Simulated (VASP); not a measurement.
# BAs (F-43m) in VASP: further runs

Runs on BAs. Level: PBE. Tasks: single point, relaxation of cell and atoms.

All numbers are computed with VASP 6.6.1; they aren't measurements. Logs are shortened: lines on timing, memory, paths and dates and some standing lists are left out, and cuts for length are marked.

### 1 The cell of the first run

It takes space group F-43m (No. 216, cubic). The conventional cell has a = 4.809 Å, b = 4.809 Å, c = 4.809 Å, α = 90.00°, β = 90.00°, γ = 90.00°. As (site symmetry -43m) has 4 B at 2.08 Å within 2.8 Å. B (site symmetry -43m) has 4 As at 2.08 Å within 2.8 Å.

### 2 Single point, PBE

Input file INCAR:

```
SYSTEM = BAs
PREC = Accurate
ENCUT = 520
EDIFF = 1E-6
ISMEAR = -1
SIGMA = 0.05
LREAL = .False.
LASPH = .True.
NELM = 100
ALGO = Normal
ISIF = 2
LWAVE = .False.
LCHARG = .False.
GGA = PE
NBANDS = 11
```

Input file KPOINTS:

```
Automatic mesh
0
Gamma
  7 7 7
  0 0 0
```

Input file POSCAR:

```
BAs
1.0
    0.0000000000      2.4043357025      2.4043357025
    2.4043357025      0.0000000000      2.4043357025
    2.4043357025      2.4043357025      0.0000000000
As B
1 1
Direct
    0.7500000000      0.7500000000      0.7500000000
    0.0000000000      0.0000000000      0.0000000000
```

Potentials or basis: VASP PAW PBE potentials, release 64 (As, B).

Launch:

```
cat potpaw_PBE.64/As/POTCAR potpaw_PBE.64/B/POTCAR > POTCAR
mpirun -np 1 vasp_std > vasp.out
```

OUTCAR:

```text
SYSTEM = BAs
   PREC = Accurate
   ENCUT = 520
   EDIFF = 1E-6
   ISMEAR = -1
   LREAL = .False.
   LASPH = .True.
   NELM = 100
   ISIF = 2
   GGA = PE

 ion  position               nearest neighbor table
   1  0.750  0.750  0.750-   2 2.08   2 2.08   2 2.08   2 2.08
   2  0.000  0.000  0.000-   1 2.08   1 2.08   1 2.08   1 2.08

  LATTYP: Found a face centered cubic cell.
 ALAT       =     4.8086714050

  Lattice vectors:

 A1 = (   0.0000000000,   2.4043357025,   2.4043357025)
 A2 = (   2.4043357025,   0.0000000000,   2.4043357025)
 A3 = (   2.4043357025,   2.4043357025,   0.0000000000)

Analysis of symmetry for initial positions (statically):
=====================================================================
 Subroutine PRICEL returns:
 Original cell was already a primitive cell.

 Routine SETGRP: Setting up the symmetry group for a
 face centered cubic supercell.

 Subroutine GETGRP returns: Found 24 space group operations
 (whereof 24 operations were pure point group operations)
 out of a pool of 48 trial point group operations.

The static configuration has the point symmetry T_d .

Analysis of symmetry for dynamics (positions and initial velocities):
=====================================================================
 Subroutine PRICEL returns:
 Original cell was already a primitive cell.

 Routine SETGRP: Setting up the symmetry group for a
 face centered cubic supercell.

 Subroutine GETGRP returns: Found 24 space group operations
 (whereof 24 operations were pure point group operations)
 out of a pool of 48 trial point group operations.

The dynamic configuration has the point symmetry T_d .

 Subroutine INISYM returns: Found 24 space group operations
 (whereof 24 operations are pure point group operations),
 and found     1 'primitive' translations

----------------------------------------------------------------------------------------

                                     Primitive cell

  volume of cell :      27.7981

  direct lattice vectors                    reciprocal lattice vectors
     0.000000000  2.404335703  2.404335703    -0.207957649  0.207957649  0.207957649
     2.404335703  0.000000000  2.404335703     0.207957649 -0.207957649  0.207957649
     2.404335703  2.404335703  0.000000000     0.207957649  0.207957649 -0.207957649

  length of vectors
     3.400244159  3.400244159  3.400244159     0.360193214  0.360193214  0.360193214

  position of ions in fractional coordinates (direct lattice)
     0.750000000  0.750000000  0.750000000
     0.000000000  0.000000000  0.000000000

  ion indices of the primitive-cell ions
   primitive index   ion index
                 1           1
                 2           2

----------------------------------------------------------------------------------------

 KPOINTS: Automatic mesh

Automatic generation of k-mesh.
 Grid dimensions read from file:
 generate k-points for:    7    7    7

 Generating k-lattice:

  Cartesian coordinates                     Fractional coordinates (reciprocal lattice)
    -0.029708236  0.029708236  0.029708236     0.142857143  0.000000000  0.000000000
     0.029708236 -0.029708236  0.029708236     0.000000000  0.142857143  0.000000000
     0.029708236  0.029708236 -0.029708236     0.000000000  0.000000000  0.142857143

  Length of vectors
     0.051456173  0.051456173  0.051456173

  Shift w.r.t. Gamma in fractional coordinates (k-lattice)
     0.000000000  0.000000000  0.000000000

 Subroutine IBZKPT returns following result:
 ===========================================

 Found     20 irreducible k-points:

 Following reciprocal coordinates:
            Coordinates               Weight
  0.000000  0.000000  0.000000      1.000000
  0.142857  0.000000  0.000000      8.000000
  0.285714  0.000000  0.000000      8.000000
  0.428571  0.000000  0.000000      8.000000
  0.142857  0.142857  0.000000      6.000000
  0.285714  0.142857  0.000000     24.000000
[... 12 lines left out ...]
 -0.428571  0.428571  0.142857     24.000000
 -0.285714  0.428571  0.142857     24.000000
   k-points           NKPTS =     20   k-points in BZ     NKDIM =     20   number of bands    NBANDS=     11
   number of dos      NEDOS =    301   number of ions     NIONS =      2
   total plane-waves  NPLWV =  21952
   dimension x,y,z NGX =    28 NGY =   28 NGZ =   28
   dimension x,y,z NGXF=    56 NGYF=   56 NGZF=   56
   ions per type =               1   1
   NGX,Y,Z   is equivalent  to a cutoff of  13.69, 13.69, 13.69 a.u.
   NGXF,Y,Z  is equivalent  to a cutoff of  27.38, 27.38, 27.38 a.u.
 SYSTEM =  BAs
   PREC   = accura    normal or accurate (medium, high low for compatibility)
   ISTART =      0    job   : 0-new  1-cont  2-samecut
   ICHARG =      2    charge: 1-file 2-atom 10-const
   ISPIN  =      1    spin polarized calculation?
   LNONCOLLINEAR =      F non collinear calculations
   LSORBIT =      F    spin-orbit coupling
   LASPH  =      T    aspherical Exc in radial PAW
   ENCUT  =  520.0 eV  38.22 Ry    6.18 a.u.   6.32  6.32  6.32*2*pi/ulx,y,z
   NELM   =    100;   NELMIN=  2; NELMDL= -5     # of ELM steps
   EDIFF  = 0.1E-05   stopping-criterion for ELM
   LREAL  =      F    real-space projection
   EDIFFG = 0.1E-04   stopping-criterion for IOM
   NSW    =      0    number of steps for IOM
   IBRION =     -1    ionic relax: 0-MD 1-quasi-New 2-CG
   NFREE  =      0    steps in history (QN), initial steepest desc. (CG)
   ISIF   =      2    stress and relaxation
   ISYM   =      2    0-nonsym 1-usesym 2-fastsym
   POTIM  = 0.5000    time-step for ionic-motion
   TEBEG  =    0.0;   TEEND  =   0.0 temperature during run
   PSTRESS=    0.0 pullay stress
   NELECT =       8.0000    total number of electrons
   NUPDOWN=      -1.0000    fix difference up-down
   EMIN   =  10.00;   EMAX   =-10.00  energy-range for DOS
   EFERMI =   0.00;   METHOD = LEGACY
   ISMEAR =    -1;   SIGMA  =   0.05  broadening in eV -4-tet -1-fermi 0-gaus
   EFERMI_NEDOS =   21; number of points for ismear=-14 and -15
   IALGO  =     38    algorithm
   IMIX   =      4    mixing-type and parameters
     AMIX     =   0.40;   BMIX     =  1.00
     AMIX_MAG =   1.60;   BMIX_MAG =  1.00
  volume/ion in A,a.u.               =      13.90        93.80
  Fermi-wavevector in a.u.,A,eV,Ry     =   1.080852  2.042515 15.894896  1.168242
  Thomas-Fermi vector in A             =   2.216854
   LORBIT       =      0    0 simple, 1 ext, 2 COOP (PROOUT), +10 PAW based schemes
   GGA     = PE    functional components
   LHFCALC =     F    Hartree Fock is set to
   AEXX    =    0.0000 exact exchange contribution
   IVDW    =     0    specifies the selected vdW correction
   LEPSILON=     F    determine dielectric tensor
   LRPA    =     F    only Hartree local field effects (RPA)
 non-spin polarized calculation
  energy-cutoff  :      520.00
  volume of cell :       27.80
 maximum number of plane-waves:       760
 NGX is ok and might be reduce to    28
   NGX = 13   NGY = 13   NGZ = 13

 number of electron       8.0000000 magnetization

 Free energy of the ion-electron system (eV)
  ---------------------------------------------------
  ext. energy  EPLUGINS =         0.00000000
  ---------------------------------------------------
  free energy    TOTEN  =       -11.40692042 eV

  energy without entropy =      -11.40692025  energy(sigma->0) =      -11.40692033

 E-fermi :   6.5028     XC(G=0): -10.4973

 val. band max:        5.9117755475   @ k =   0.0000   0.0000   0.0000
 cond. band min:       7.1288147946   @ k =   0.4286   0.4286   0.0000
 fundamental gap:      1.2170392471
 Fermi energy:         6.5028148483

 k-point     1 :       0.0000    0.0000    0.0000
  band No.  band energies     occupation
      1      -9.3108      2.00000
      2       5.9118      1.99999
      3       5.9118      1.99999
      4       5.9118      1.99999
      5       9.1626      0.00000
      6       9.1626      0.00000
      7       9.1626      0.00000
      8      10.3480      0.00000
      9      15.3989      0.00000
     10      18.7810      0.00000
     11      18.7810      0.00000

 k-point     2 :       0.1429    0.0000    0.0000
  band No.  band energies     occupation
      1      -8.9832      2.00000
      2       3.5484      2.00000
      3       5.3820      2.00000
      4       5.3820      2.00000
      5       9.1849      0.00000
      6       9.8590      0.00000
      7       9.8590      0.00000
      8      11.9839      0.00000
      9      16.5422      0.00000
     10      17.3174      0.00000
     11      17.3174      0.00000

 k-point     3 :       0.2857    0.0000    0.0000
  band No.  band energies     occupation
      1      -8.0438      2.00000
      2       0.2441      2.00000
      3       4.6156      2.00000
      4       4.6156      2.00000
      5       8.7757      0.00000
      6      10.6342      0.00000
      7      10.6342      0.00000
      8      14.1032      0.00000
      9      17.1184      0.00000
     10      17.3211      0.00000
     11      17.3211      0.00000

 k-point     4 :       0.4286    0.0000    0.0000
  band No.  band energies     occupation
      1      -6.8005      2.00000
      2      -2.2809      2.00000
      3       4.1795      2.00000
      4       4.1795      2.00000
      5       8.5211      0.00000
      6      10.6880      0.00000
      7      10.6880      0.00000
      8      14.7347      0.00000
      9      18.1007      0.00000
     10      19.4610      0.00000
     11      19.4610      0.00000
[... 183 lines left out ...]
 k-point    18 :      -0.4286    0.2857    0.1429
  band No.  band energies     occupation
      1      -6.0599      2.00000
      2      -1.7696      2.00000
      3       1.0666      2.00000
      4       2.6997      2.00000
      5       9.9390      0.00000
      6      10.9115      0.00000
      7      12.8166      0.00000
      8      14.6355      0.00000
      9      16.5909      0.00000
     10      19.5553      0.00000
     11      21.6440      0.00000

 k-point    19 :      -0.4286    0.4286    0.1429
  band No.  band energies     occupation
      1      -5.5637      2.00000
      2      -1.8148      2.00000
      3       1.0364      2.00000
      4       1.5578      2.00000
      5       9.0453      0.00000
      6       9.6467      0.00000
      7      13.8820      0.00000
      8      16.0433      0.00000
      9      17.7011      0.00000
     10      20.8930      0.00000
     11      22.2214      0.00000

 k-point    20 :      -0.2857    0.4286    0.1429
  band No.  band energies     occupation
      1      -5.2459      2.00000
      2      -2.0105      2.00000
      3       0.1629      2.00000
      4       1.6968      2.00000
      5       9.7302      0.00000
      6      12.1677      0.00000
      7      13.0867      0.00000
      8      13.8692      0.00000
      9      17.1861      0.00000
     10      20.0615      0.00000
     11      22.1441      0.00000

------------------------ aborting loop because EDIFF is reached ----------------------------------------

  FORCE on cell =-STRESS in cart. coord.  units (eV):
  Direction    XX          YY          ZZ          XY          YZ          ZX
  --------------------------------------------------------------------------------------
  -------------------------------------------------------------------------------------
  Total        0.1126029      0.1126029      0.1126029      0.0000000      0.0000000     -0.0000000
  in kB        6.4900042      6.4900042      6.4900042      0.0000000      0.0000000     -0.0000000
  external PRESSURE =       6.4900042 kB  Pullay stress =       0.0000000 kB

 VOLUME and BASIS-vectors are now :
 -----------------------------------------------------------------------------
  energy-cutoff  :      520.00
  volume of cell :       27.80
      direct lattice vectors                 reciprocal lattice vectors
     0.000000000  2.404335703  2.404335703    -0.207957649  0.207957649  0.207957649
     2.404335703  0.000000000  2.404335703     0.207957649 -0.207957649  0.207957649
     2.404335703  2.404335703  0.000000000     0.207957649  0.207957649 -0.207957649

 POSITION                                       TOTAL-FORCE (eV/Angst)
 -----------------------------------------------------------------------------------
      3.60650      3.60650      3.60650         0.000000      0.000000      0.000000
      0.00000      0.00000      0.00000        -0.000000     -0.000000     -0.000000
 -----------------------------------------------------------------------------------
    total drift:                                0.000000      0.000000      0.000000

  FREE ENERGIE OF THE ION-ELECTRON SYSTEM (eV)
  ---------------------------------------------------
  free  energy   TOTEN  =       -11.4069204184 eV

  energy  without entropy=      -11.4069202488  energy(sigma->0) =      -11.40692033
```

Run time: 5.3 s. Hardware: 1 thread of AMD EPYC 9R45 (Zen 5), shared host; peak memory 0.12 GiB.

Results:

```yaml
Free_energy: -11.4069 eV
Pressure: 0.6 GPa
Band_gap_on_the_k_mesh: 1.22 eV, indirect (least direct gap 3.25 eV)
```

Levels at points of the mesh, in eV from the valence-band top:
| k point | band 2 | band 3 | band 4 | band 5 | band 6 | band 7 |
| --- | --- | --- | --- | --- | --- | --- |
| (0.00, 0.00, 0.00) | 0.00 | 0.00 | 0.00 | 3.25 | 3.25 | 3.25 |

A k mesh can miss the band edges. PBE gaps usually lie below the measured ones, often by a third to a half.

### 3 Relaxation of cell and atoms, PBE

This run uses another cell than the first one, of 13.63 Å³/atom, 0.980 times its volume.

Input file INCAR:

```
SYSTEM = BAs
ALGO = Normal
EDIFF = 1E-6
EDIFFG = -0.02
ENCUT = 600
GGA = PE
IBRION = 2
ISIF = 3
ISMEAR = -1
LASPH = .TRUE.
LCHARG = .FALSE.
LREAL = .FALSE.
LWAVE = .FALSE.
NELM = 100
NSW = 80
PREC = Accurate
SIGMA = 0.05
```

Input file KPOINTS:

```
k-points
0
G
  7 7 7
  0 0 0
```

Input file POSCAR:

```
BAs
1.0
    0.0000000000      2.3885000000      2.3885000000
    2.3885000000      0.0000000000      2.3885000000
    2.3885000000      2.3885000000      0.0000000000
As B
1 1
Direct
    0.7500000000      0.7500000000      0.7500000000
    0.0000000000      0.0000000000      0.0000000000
```

Potentials or basis: VASP PAW PBE potentials, release 64 (As, B).

Launch:

```
cat potpaw_PBE.64/As/POTCAR potpaw_PBE.64/B/POTCAR > POTCAR
mpirun -np 1 vasp_std > vasp.out
```

Run time: 9 s. Hardware: 1 thread of AMD EPYC 9R45 (Zen 5), shared host; peak memory 0.13 GiB.

Results (log left out):

```yaml
Free_energy: -11.4079 eV
Relaxed_volume: 13.97 Å³/atom
Relaxed_cell: a = 3.406 Å, b = 3.406 Å, c = 3.406 Å, α = 60.00°, β = 60.00°, γ = 60.00°
Space_group_after_relaxing_to_0.05_Å: F-43m (No. 216)
Energy_gained_by_relaxing: 3.6 meV/atom
Ionic_steps: 3
Pressure_after_relaxing: 0.0 GPa
Band_gap_on_the_k_mesh: 1.22 eV, indirect (least direct gap 3.25 eV)
```

Step by step:
| step | energy change (eV) | largest force (eV/Å) | pressure (GPa) | volume (Å³) |
| --- | --- | --- | --- | --- |
| 1 | 0.0000 | 0.0000 | 3.43 | 27.25 |
| 2 | -0.0037 | 0.0000 | -2.19 | 28.42 |
| 3 | -0.0071 | 0.0000 | 0.01 | 27.93 |

Final structure:
```xyz
2
Lattice="0.0000 2.4082 2.4082 2.4082 0.0000 2.4082 2.4082 2.4082 0.0000" Properties=species:S:1:pos:R:3 pbc="T T T"
As    3.6123    3.6123    3.6123
B     0.0000    0.0000    0.0000
```

Levels at points of the mesh, in eV from the valence-band top:
| k point | band 1 | band 2 | band 3 | band 4 | band 5 | band 6 | band 7 | band 8 |
| --- | --- | --- | --- | --- | --- | --- | --- | --- |
| (0.00, 0.00, 0.00) | -15.18 | 0.00 | 0.00 | 0.00 | 3.25 | 3.25 | 3.25 | 4.38 |

### 4 Single point, PBE, non-collinear spin, zero start, spin-orbit coupling

This run uses another cell than the first one, of 13.63 Å³/atom, 0.980 times its volume.

Input file INCAR:

```
  PREC = Accurate
  ENCUT = 520
  EDIFF = 1E-7
  ISMEAR = -1
  SIGMA = 0.05
  LREAL = F
  LASPH = T
  NELM = 150
  ALGO = Normal
  ISIF = 2
  LWAVE = F
  LCHARG = F
  MAGMOM = 0 0 0 0 0 0
  LORBIT = 11
  LSORBIT = T
  GGA_COMPAT = F
  LORBMOM = T
  GGA = PE
  NBANDS = 20
```

Input file KPOINTS:

```
Automatic mesh
0
Gamma
  7 7 7
```

POSCAR is that of step 3.

Launch:

```
cat potpaw_PBE.64/As/POTCAR potpaw_PBE.64/B/POTCAR > POTCAR
mpirun -np 1 vasp_ncl > vasp.out
```

Wall time 31 s (1 thread of AMD EPYC 9R45 (Zen 5), shared host); peak memory 0.21 GiB.

Results (log left out):

```yaml
Free_energy: -11.4105 eV
Pressure: 3.4 GPa
Net_moment: 0.00 μB per cell
Valence_electrons_inside_the_program's_atomic_spheres: As 2.92; B 1.84
```

Moments on the atoms (μB; x, y, z):
```
As  0.00 0.00 0.00
B   0.00 0.00 0.00
```

(Part 1 of 2 ends here.)
